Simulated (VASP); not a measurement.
TiRe, 2 atoms in the cell. The structure is cubic, space group Pm-3m (No. 221). The conventional cell has a = 3.082 Å, b = 3.082 Å, c = 3.082 Å, α = 90.00°, β = 90.00°, γ = 90.00°. Within 3.5 Å of Ti (site symmetry m-3m) lie 8 Re at 2.67 Å and 6 Ti at 3.08 Å. Re (site symmetry m-3m) has 8 Ti at 2.67 Å and 6 Re at 3.08 Å within 3.5 Å. 

| Property | Result |
| --- | --- |
| Program | VASP 6.6.1 |
| Task | vibrations by perturbation theory |
| Functional | PBEsol |
| Potentials or basis | VASP PAW PBE potentials, release 64 (Ti_sv, Re) |
| Cutoff | 520 eV |
| k mesh | 12 × 12 × 12 |
| Occupations | methfessel-paxton, width 0.2 eV |
| Spin | no spin polarisation |
| Dipole correction | no |
| Further INCAR settings | ALGO = Normal; EDIFF = 1e-08; NBANDS = 16; IBRION = 8; NSW = 1 |

Potentials or basis: VASP PAW PBE potentials, release 64 (Ti_sv, Re).

Launch:

```bash
$ cat potpaw_PBE.64/Ti_sv/POTCAR potpaw_PBE.64/Re/POTCAR > POTCAR
$ mpirun -np 1 vasp_std > vasp.out
```

Hardware: 1 thread of Intel(R) Xeon(R) Platinum 8259CL CPU @ 2.50GHz (Skylake/Cascade Lake), with other jobs on the host.

Estimate the wall time of this run.

It took 7.2 min on 1 thread of Intel(R) Xeon(R) Platinum 8259CL CPU @ 2.50GHz (Skylake/Cascade Lake), on a shared host, peak memory 0.36 GiB. Counts: scf iterations 64, k points 84.
